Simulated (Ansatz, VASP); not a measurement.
**One calculation of MoS2, two programs**

```
Mo S
1.0
     3.14129    0.00000    0.00000
    -1.57064    2.72044    0.00000
     0.00000    0.00000   12.49808
Mo S
2 4
Direct
  0.33333 0.66667 0.25000
  0.66667 0.33333 0.75000
  0.66667 0.33333 0.37532
  0.66667 0.33333 0.12468
  0.33333 0.66667 0.87532
  0.33333 0.66667 0.62468
```

Change from the starting cell: epitaxial_xy strain -1.0%.

Alike in both runs: task single point; functional r2SCAN; k mesh 12 × 12 × 2; no spin polarisation.

```csv
,VASP,Ansatz
version,VASP 6.6.1,Ansatz 0.2.0
potentials or method,"VASP PAW PBE potentials, release 64 (Mo_sv, S)","plane waves, PAW"
plane-wave cutoff (eV),520,500
occupations,"gaussian, width 0.01 eV",fixed
valence electrons in the cell,52,52
```

Ansatz gave:

```
gap on the k mesh at the Fermi level (eV)                     : 1.09
pressure (GPa)                                                : 3.1
traceless stress, the component that is largest in VASP (GPa) : -2.11
rms of the force components (eV/Å)                            : 0.026
```

Which values does VASP return?

gap on the k mesh at the Fermi level (eV): 1.10; pressure (GPa): 3.2; traceless stress, the component that is largest in VASP (GPa): -2.17; rms of the force components (eV/Å): 0.024.

VASP's potentials were made for PBE, not for r2SCAN. Atom by atom the forces differ by 0.002 eV/Å (rms over components).
